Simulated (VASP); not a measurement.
IrOs:

```
CELL_PARAMETERS angstrom
0.00000 3.82500 3.82500
3.82500 0.00000 3.82500
3.82500 3.82500 0.00000
ATOMIC_POSITIONS crystal
Os 0.00000 0.00000 0.00000
Os 0.00000 0.00000 0.50000
Os 0.00000 0.50000 0.50000
Os 0.50000 0.50000 0.00000
Ir 0.00000 0.50000 0.00000
Ir 0.50000 0.00000 0.00000
Ir 0.50000 0.00000 0.50000
Ir 0.50000 0.50000 0.50000
```

```yaml
Program: VASP 6.6.1
Task: relaxation of cell and atoms
Functional: LDA
Potentials_or_basis: VASP PAW LDA potentials, release 64 (Os, Ir)
Cutoff: 600 eV
k_mesh: 6 × 6 × 6
Occupations: fermi-dirac, width 0.05 eV
Spin: no spin polarisation
```

At the start: pressure -4.5 GPa; volume 13.99 Å³/atom.

**Question.** Where does the relaxation end?

**Answer.** Over 6 steps the energy falls by 2.2 meV/atom and the volume is 13.84 Å³/atom (-1.1 %); space group Imma (No. 74, to 0.1 Å) before and after.

Step by step:
```
step  energy change (eV)  largest force (eV/Å)  pressure (GPa)  volume (Å³)
   1              0.0000                0.0000           -4.50       111.92
   2              0.3184                0.0000           22.33       105.68
   3             -0.0176                0.0000           -0.05       110.73
   4             -0.0176                0.0000            0.05       110.71
   5             -0.0178                0.0000           -0.04       110.73
   6             -0.0179                0.0000           -0.01       110.72
```

Final structure:
```
Os Ir
1.0
     0.00000    3.81784    3.81784
     3.80518    0.00354    3.81430
     3.80518    3.81430    0.00354
Os Ir
4 4
Direct
  0.00000 0.00000 0.00000
  0.00000 0.00000 0.50000
  0.00000 0.50000 0.50000
  0.50000 0.50000 0.00000
  0.00000 0.50000 0.00000
  0.50000 0.00000 0.00000
  0.50000 0.00000 0.50000
  0.50000 0.50000 0.50000
```
